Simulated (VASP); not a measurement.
**CoO: relaxation of cell and atoms with PBEsol**

Crystal: CoO.

```
Co O
1.0
     0.00000    2.17448    2.17448
     2.17448    0.00000    2.17448
     2.17448    2.17448    0.00000
Co O
1 1
Direct
  0.00000 0.00000 0.00000
  0.25000 0.25000 0.25000
```

- Program: VASP 6.6.1
- Task: relaxation of cell and atoms
- Functional: PBEsol
- Potentials or basis: VASP PAW PBE potentials, release 64 (Co, O)
- Cutoff: 600 eV
- k mesh: 16 × 16 × 16
- Occupations: gaussian, width 0.1 eV
- Spin: collinear spin, ferromagnetic start
- Starting moments: [3.0, 0.0] μB
- Dipole correction: no
- Further INCAR settings: ALGO = Normal; EDIFF = 1e-06; IBRION = 2; EDIFFG = -0.01; NSW = 80; ISIF = 3

The relaxed volume is 10.24 Å³/atom. The relaxed cell is a = 3.071 Å, b = 3.071 Å, c = 3.071 Å, α = 60.00°, β = 60.00°, γ = 60.00° and the space group after relaxing (to 0.1 Å) is F-43m (No. 216). The energy gained by relaxing is 0.0 meV/atom and the ionic steps are 2. The pressure after relaxing is 0.1 GPa and the net moment is 1.81 μB per cell. The site moments are Co +1.61; O +0.16 μB and the valence electrons inside the program's atomic spheres are Co 8.27; O 4.99.

Final structure:
```
Co O
1.0
     0.00000    2.17186    2.17186
     2.17186    0.00000    2.17186
     2.17186    2.17186    0.00000
Co O
1 1
Direct
  0.00000 0.00000 0.00000
  0.25000 0.25000 0.25000
```

Levels at points of the mesh, in eV from the Fermi level:
Spin up:
```tsv
k point	band 7	band 8	band 9	band 10	band 11	band 12
(0.00, 0.00, 0.00)	0.39	0.90	0.90	0.90	15.05	15.05
(0.50, 0.00, 0.00)	-1.82	-0.07	-0.07	6.21	7.53	14.48
(0.50, 0.50, 0.00)	-1.31	-1.31	-1.20	5.70	10.74	11.95
```
Spin down:
```
           k point  band 5  band 6  band 7  band 8  band 9  band 10
(0.00, 0.00, 0.00)   -0.79   -0.79    0.65    2.48    2.48     2.48
(0.50, 0.00, 0.00)   -0.55   -0.55   -0.27    1.46    1.46     6.47
(0.50, 0.50, 0.00)   -1.50   -0.33   -0.17    0.53    0.53     6.40
```

It took 2.9 min on 1 thread of Intel Xeon 8259CL (shared host), peak memory 0.23 GiB.

Caveat: the PAW data sets were made with another functional, which shifts forces and pressure a little; a cell with one magnetic atom can't hold antiferromagnetic order, which such compounds often take; semilocal functionals often make such compounds metallic where correlation or magnetic order opens a gap, which also shifts bond lengths. With open d or f shells a metallic result of PBEsol can be an artefact of self-interaction; +U or a hybrid may open a gap.
